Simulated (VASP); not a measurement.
# Si (I4_1/amd) in VASP: a series of runs

Si is run at these levels: PBEsol; tasks: single point.

Program: VASP 6.6.1. These are calculated values, not measurements. Logs are shortened: lines on timing, memory, paths and dates and some standing lists are left out, and cuts for length are marked.

## 1. The cell of the first run

The structure is tetragonal, space group I4_1/amd (No. 141). The conventional cell has a = 3.804 Å, b = 3.804 Å, c = 5.477 Å, α = 90.00°, β = 90.00°, γ = 90.00°. Within 3.1 Å of Si (site symmetry -4m2) lie 4 Si at 2.34 Å.

## 2. Single point, PBEsol

INCAR

```
SYSTEM = Si
PREC = Accurate ; ENCUT = 500
EDIFF = 1E-6 ; ISMEAR = 0
SIGMA = 0.01 ; LREAL = .FALSE.
LASPH = .TRUE. ; NELM = 120
ALGO = Normal ; ISIF = 2
LWAVE = .FALSE. ; LCHARG = .FALSE.
GGA = PS ; NBANDS = 11
GGA_COMPAT = .FALSE.
```

KPOINTS

```
regular mesh
0
G
  4 4 4
  0 0 0
```

POSCAR

```
Si
1.0
    0.0000000000      2.6896621261      2.7384069588
    2.6896621261      0.0000000000      2.7384069588
    2.6896621261      2.6896621261      0.0000000000
Si
2
Direct
    0.0000000000      0.0000000000      0.0000000000
    0.2500000000      0.2500000000      0.2500000000
```

Potentials or basis: VASP PAW PBE potentials, release 64 (Si).

Command:

```console
$ cat potpaw_PBE.64/Si/POTCAR > POTCAR
$ mpirun -np 1 vasp_std > vasp.out
```

OUTCAR:

```text
SYSTEM = Si
   PREC = Accurate
   ENCUT = 500
   EDIFF = 1E-6
   ISMEAR = 0
   LREAL = .FALSE.
   LASPH = .TRUE.
   NELM = 120
   ISIF = 2
   GGA = PS

 ion  position               nearest neighbor table
   1  0.000  0.000  0.000-   2 2.34   2 2.34   2 2.34   2 2.34
   2  0.250  0.250  0.250-   1 2.34   1 2.34   1 2.34   1 2.34

  LATTYP: Found a body centered tetragonal cell.
 ALAT       =     3.8037566569
 C/A-ratio  =     1.4398434000

  Lattice vectors:

 A1 = (  -2.6896621261,   0.0000000000,   2.7384069588)
 A2 = (   2.6896621261,   0.0000000000,   2.7384069588)
 A3 = (   0.0000000000,   2.6896621261,  -2.7384069588)

Analysis of symmetry for initial positions (statically):
=====================================================================
 Subroutine PRICEL returns:
 Original cell was already a primitive cell.

 Routine SETGRP: Setting up the symmetry group for a
 body centered tetragonal supercell.

 Subroutine GETGRP returns: Found 16 space group operations
 (whereof  8 operations were pure point group operations)
 out of a pool of 16 trial point group operations.

The static configuration has the point symmetry D_2d.
 The point group associated with its full space group is D_4h.

Analysis of symmetry for dynamics (positions and initial velocities):
=====================================================================
 Subroutine PRICEL returns:
 Original cell was already a primitive cell.

 Routine SETGRP: Setting up the symmetry group for a
 body centered tetragonal supercell.

 Subroutine GETGRP returns: Found 16 space group operations
 (whereof  8 operations were pure point group operations)
 out of a pool of 16 trial point group operations.

The dynamic configuration has the point symmetry D_2d.
 The point group associated with its full space group is D_4h.

 Subroutine INISYM returns: Found 16 space group operations
 (whereof  8 operations are pure point group operations),
 and found     1 'primitive' translations

----------------------------------------------------------------------------------------

                                     Primitive cell

  volume of cell :      39.6208

  direct lattice vectors                    reciprocal lattice vectors
     0.000000000  2.689662126  2.738406959    -0.185896955  0.185896955  0.182587909
     2.689662126  0.000000000  2.738406959     0.185896955 -0.185896955  0.182587909
     2.689662126  2.689662126  0.000000000     0.185896955  0.185896955 -0.182587909

  length of vectors
     3.838379218  3.838379218  3.803756657     0.320083896  0.320083896  0.320083896

  position of ions in fractional coordinates (direct lattice)
     0.000000000  0.000000000  0.000000000
     0.250000000  0.250000000  0.250000000

  ion indices of the primitive-cell ions
   primitive index   ion index
                 1           1
                 2           2

----------------------------------------------------------------------------------------

 KPOINTS: regular mesh

Automatic generation of k-mesh.
 Grid dimensions read from file:
 generate k-points for:    4    4    4

 Generating k-lattice:

  Cartesian coordinates                     Fractional coordinates (reciprocal lattice)
    -0.046474239  0.046474239  0.045646977     0.250000000  0.000000000  0.000000000
     0.046474239 -0.046474239  0.045646977     0.000000000  0.250000000  0.000000000
     0.046474239  0.046474239 -0.045646977    -0.000000000 -0.000000000  0.250000000

  Length of vectors
     0.080020974  0.080020974  0.080020974

  Shift w.r.t. Gamma in fractional coordinates (k-lattice)
     0.000000000  0.000000000  0.000000000

 Subroutine IBZKPT returns following result:
 ===========================================

 Found     13 irreducible k-points:

 Following reciprocal coordinates:
            Coordinates               Weight
  0.000000  0.000000  0.000000      1.000000
  0.250000  0.000000  0.000000      8.000000
  0.500000  0.000000  0.000000      4.000000
  0.250000  0.250000  0.000000      2.000000
  0.500000  0.250000  0.000000      8.000000
 -0.250000  0.250000  0.000000      4.000000
  0.500000  0.500000  0.000000      1.000000
  0.250000  0.000000  0.250000      4.000000
  0.500000  0.000000  0.250000     16.000000
 -0.250000 -0.000000  0.250000      8.000000
 -0.250000  0.500000  0.250000      4.000000
  0.500000  0.000000  0.500000      2.000000
 -0.250000  0.250000  0.500000      2.000000
   k-points           NKPTS =     13   k-points in BZ     NKDIM =     13   number of bands    NBANDS=     11
   number of dos      NEDOS =    301   number of ions     NIONS =      2
   total plane-waves  NPLWV =  21952
   dimension x,y,z NGX =    28 NGY =   28 NGZ =   28
   dimension x,y,z NGXF=    56 NGYF=   56 NGZF=   56
   ions per type =               2
   NGX,Y,Z   is equivalent  to a cutoff of  12.13, 12.13, 12.24 a.u.
   NGXF,Y,Z  is equivalent  to a cutoff of  24.25, 24.25, 24.48 a.u.
 SYSTEM =  Si
   PREC   = accura    normal or accurate (medium, high low for compatibility)
   ISTART =      0    job   : 0-new  1-cont  2-samecut
   ICHARG =      2    charge: 1-file 2-atom 10-const
   ISPIN  =      1    spin polarized calculation?
   LNONCOLLINEAR =      F non collinear calculations
   LSORBIT =      F    spin-orbit coupling
   LASPH  =      T    aspherical Exc in radial PAW
   ENCUT  =  500.0 eV  36.75 Ry    6.06 a.u.   7.00  7.00  6.94*2*pi/ulx,y,z
   NELM   =    120;   NELMIN=  2; NELMDL= -5     # of ELM steps
   EDIFF  = 0.1E-05   stopping-criterion for ELM
   LREAL  =      F    real-space projection
   EDIFFG = 0.1E-04   stopping-criterion for IOM
   NSW    =      0    number of steps for IOM
   IBRION =     -1    ionic relax: 0-MD 1-quasi-New 2-CG
   NFREE  =      0    steps in history (QN), initial steepest desc. (CG)
   ISIF   =      2    stress and relaxation
   ISYM   =      2    0-nonsym 1-usesym 2-fastsym
   POTIM  = 0.5000    time-step for ionic-motion
   TEBEG  =    0.0;   TEEND  =   0.0 temperature during run
   PSTRESS=    0.0 pullay stress
   NELECT =       8.0000    total number of electrons
   NUPDOWN=      -1.0000    fix difference up-down
   EMIN   =  10.00;   EMAX   =-10.00  energy-range for DOS
   EFERMI =   0.00;   METHOD = LEGACY
   ISMEAR =     0;   SIGMA  =   0.01  broadening in eV -4-tet -1-fermi 0-gaus
   EFERMI_NEDOS =   21; number of points for ismear=-14 and -15
   IALGO  =     38    algorithm
   IMIX   =      4    mixing-type and parameters
     AMIX     =   0.40;   BMIX     =  1.00
     AMIX_MAG =   1.60;   BMIX_MAG =  1.00
  volume/ion in A,a.u.               =      19.81       133.69
  Fermi-wavevector in a.u.,A,eV,Ry     =   0.960425  1.814941 12.550247  0.922417
  Thomas-Fermi vector in A             =   2.089709
   LORBIT       =      0    0 simple, 1 ext, 2 COOP (PROOUT), +10 PAW based schemes
   GGA     = PS    functional components
   LHFCALC =     F    Hartree Fock is set to
   AEXX    =    0.0000 exact exchange contribution
   IVDW    =     0    specifies the selected vdW correction
   LEPSILON=     F    determine dielectric tensor
   LRPA    =     F    only Hartree local field effects (RPA)
 non-spin polarized calculation
 Gauss-broadening in eV      SIGMA  =   0.01
  energy-cutoff  :      500.00
  volume of cell :       39.62
 maximum number of plane-waves:      1016
   NGX = 13   NGY = 13   NGZ = 13

 number of electron       8.0000001 magnetization

 Free energy of the ion-electron system (eV)
  ---------------------------------------------------
  ext. energy  EPLUGINS =         0.00000000
  ---------------------------------------------------
  free energy    TOTEN  =       -11.28893380 eV

  energy without entropy =      -11.28893380  energy(sigma->0) =      -11.28893380

 E-fermi :   6.0395     XC(G=0):  -9.5730

 val. band max:        5.9875720495   @ k =   0.0000   0.0000   0.0000
 cond. band min:       6.4396711975   @ k =   0.5000   0.0000   0.5000
 fundamental gap:      0.4520991480
 Fermi energy:         6.0394705060

 k-point     1 :       0.0000    0.0000    0.0000
  band No.  band energies     occupation
      1      -6.1307      2.00000
      2       5.8585      2.00000
      3       5.9876      2.00000
      4       5.9876      2.00000
      5       8.4249      0.00000
      6       8.4249      0.00000
      7       8.4877      0.00000
      8       9.3847      0.00000
      9      13.4452      0.00000
     10      13.6801      0.00000
     11      13.7814      0.00000

 k-point     2 :       0.2500    0.0000    0.0000
  band No.  band energies     occupation
      1      -5.3190      2.00000
      2       1.9633      2.00000
      3       5.1005      2.00000
      4       5.2359      2.00000
      5       7.9204      0.00000
      6       9.3693      0.00000
      7       9.4178      0.00000
      8      12.8471      0.00000
      9      13.0393      0.00000
     10      13.0942      0.00000
     11      14.7498      0.00000

 k-point     3 :       0.5000    0.0000    0.0000
  band No.  band energies     occupation
      1      -3.7491      2.00000
      2      -1.1354      2.00000
      3       4.6389      2.00000
      4       4.8148      2.00000
      5       7.4221      0.00000
      6       9.1302      0.00000
      7       9.2594      0.00000
      8      13.4463      0.00000
      9      16.3682      0.00000
     10      16.5553      0.00000
     11      17.1318      0.00000

 k-point     4 :       0.2500    0.2500    0.0000
  band No.  band energies     occupation
      1      -5.0558      2.00000
      2       2.3366      2.00000
      3       4.0794      2.00000
      4       4.0794      2.00000
      5       7.0414      0.00000
      6       8.9237      0.00000
      7      11.6722      0.00000
      8      11.6722      0.00000
      9      13.9458      0.00000
     10      14.9717      0.00000
     11      17.1293      0.00000

 k-point     5 :       0.5000    0.2500    0.0000
  band No.  band energies     occupation
      1      -3.3981      2.00000
      2      -0.5067      2.00000
      3       2.2700      2.00000
      4       3.7818      2.00000
      5       7.4126      0.00000
      6      10.4300      0.00000
      7      11.6267      0.00000
      8      11.8682      0.00000
      9      16.0559      0.00000
     10      16.4235      0.00000
     11      18.0363      0.00000

 k-point     6 :      -0.2500    0.2500    0.0000
  band No.  band energies     occupation
      1      -4.0379      2.00000
      2       0.3827      2.00000
      3       2.0154      2.00000
      4       4.6867      2.00000
      5       8.4066      0.00000
      6      10.6923      0.00000
      7      10.9242      0.00000
      8      12.0235      0.00000
      9      12.3204      0.00000
     10      15.6809      0.00000
     11      18.2070      0.00000

 k-point     7 :       0.5000    0.5000    0.0000
  band No.  band energies     occupation
      1      -1.9992      2.00000
      2      -1.9992      2.00000
      3       3.1239      2.00000
      4       3.1239      2.00000
      5       6.5837      0.00000
      6       6.5837      0.00000
      7      16.1065      0.00000
      8      16.1065      0.00000
      9      16.8596      0.00000
     10      16.8596      0.00000
     11      18.5130      0.00000

 k-point     8 :       0.2500    0.0000    0.2500
  band No.  band energies     occupation
      1      -5.0223      2.00000
      2       2.4681      2.00000
      3       3.9512      2.00000
      4       3.9917      2.00000
      5       6.8983      0.00000
      6       8.9496      0.00000
      7      11.5658      0.00000
      8      11.8300      0.00000
      9      14.0906      0.00000
     10      14.7829      0.00000
     11      17.2891      0.00000

 k-point     9 :       0.5000    0.0000    0.2500
  band No.  band energies     occupation
      1      -3.3504      2.00000
      2      -0.4880      2.00000
      3       2.3399      2.00000
      4       3.6458      2.00000
      5       7.2794      0.00000
      6      10.2222      0.00000
      7      11.5790      0.00000
      8      11.9142      0.00000
      9      16.0657      0.00000
     10      16.5372      0.00000
     11      18.1020      0.00000

 k-point    10 :      -0.2500   -0.0000    0.2500
  band No.  band energies     occupation
      1      -4.0612      2.00000
      2       0.4468      2.00000
      3       2.1155      2.00000
      4       4.5399      2.00000
      5       8.2371      0.00000
      6      10.6477      0.00000
      7      11.1088      0.00000
      8      12.0193      0.00000
      9      12.3219      0.00000
     10      15.4752      0.00000
     11      18.5824      0.00000

 k-point    11 :      -0.2500    0.5000    0.2500
  band No.  band energies     occupation
      1      -1.7634      2.00000
      2      -1.7634      2.00000
      3       1.9718      2.00000
      4       1.9718      2.00000
      5      10.1610      0.00000
      6      10.1610      0.00000
      7      11.0011      0.00000
      8      11.0011      0.00000
      9      16.4178      0.00000
     10      16.4178      0.00000
     11      18.8842      0.00000

 k-point    12 :       0.5000    0.0000    0.5000
  band No.  band energies     occupation
      1      -1.8899      2.00000
      2      -1.8899      2.00000
      3       2.9853      2.00000
      4       2.9853      2.00000
      5       6.4397      0.00000
      6       6.4397      0.00000
      7      16.0176      0.00000
      8      16.0176      0.00000
      9      16.9814      0.00000
     10      16.9814      0.00000
     11      18.3418      0.00000

 k-point    13 :      -0.2500    0.2500    0.5000
  band No.  band energies     occupation
      1      -1.7245      2.00000
      2      -1.7245      2.00000
      3       1.9795      2.00000
      4       1.9795      2.00000
      5       9.9596      0.00000
      6       9.9596      0.00000
      7      10.7422      0.00000
      8      10.7422      0.00000
      9      16.7635      0.00000
     10      16.7635      0.00000
     11      19.2327      0.00000

------------------------ aborting loop because EDIFF is reached ----------------------------------------

  FORCE on cell =-STRESS in cart. coord.  units (eV):
  Direction    XX          YY          ZZ          XY          YZ          ZX
  --------------------------------------------------------------------------------------
  -------------------------------------------------------------------------------------
  Total        0.6276316      0.6276316      0.1988970      0.0000000      0.0000000      0.0000000
  in kB       25.3800209     25.3800209      8.0429482      0.0000000      0.0000000      0.0000000
  external PRESSURE =      19.6009967 kB  Pullay stress =       0.0000000 kB

 VOLUME and BASIS-vectors are now :
 -----------------------------------------------------------------------------
  energy-cutoff  :      500.00
  volume of cell :       39.62
      direct lattice vectors                 reciprocal lattice vectors
     0.000000000  2.689662126  2.738406959    -0.185896955  0.185896955  0.182587909
     2.689662126  0.000000000  2.738406959     0.185896955 -0.185896955  0.182587909
     2.689662126  2.689662126  0.000000000     0.185896955  0.185896955 -0.182587909

 POSITION                                       TOTAL-FORCE (eV/Angst)
 -----------------------------------------------------------------------------------
      0.00000      0.00000      0.00000        -0.000000     -0.000000     -0.000000
      1.34483      1.34483      1.36920         0.000000      0.000000      0.000000
 -----------------------------------------------------------------------------------
    total drift:                                0.000000      0.000000     -0.000000

  FREE ENERGIE OF THE ION-ELECTRON SYSTEM (eV)
  ---------------------------------------------------
  free  energy   TOTEN  =       -11.2889338031 eV

  energy  without entropy=      -11.2889338031  energy(sigma->0) =      -11.28893380
```

Run time: 11 s. Hardware: 1 thread of AMD EPYC 7R13, shared host; peak memory 0.11 GiB.

Results:

```
Free energy            : -11.2889 eV
Pressure               : 2.0 GPa
Band gap on the k mesh : 0.45 eV, indirect (least direct gap 2.44 eV)
```

Stress tensor (GPa, compression positive):
```
2.54 0.00 0.00
0.00 2.54 0.00
0.00 0.00 0.80
```

Levels at points of the mesh, in eV from the valence-band top:
| k point | band 1 | band 2 | band 3 | band 4 | band 5 | band 6 | band 7 | band 8 |
| --- | --- | --- | --- | --- | --- | --- | --- | --- |
| (0.00, 0.00, 0.00) | -12.12 | -0.13 | 0.00 | 0.00 | 2.44 | 2.44 | 2.50 | 3.40 |
| (0.50, 0.00, 0.00) | -9.74 | -7.12 | -1.35 | -1.17 | 1.43 | 3.14 | 3.27 | 7.46 |
| (0.50, 0.50, 0.00) | -7.99 | -7.99 | -2.86 | -2.86 | 0.60 | 0.60 | 10.12 | 10.12 |
| (0.50, 0.00, 0.50) | -7.88 | -7.88 | -3.00 | -3.00 | 0.45 | 0.45 | 10.03 | 10.03 |

Caveat: the k points lie up to 0.50 Å⁻¹ apart; the PAW data sets were made with another functional, which shifts forces and pressure a little.

(Part 1 of 2 ends here.)
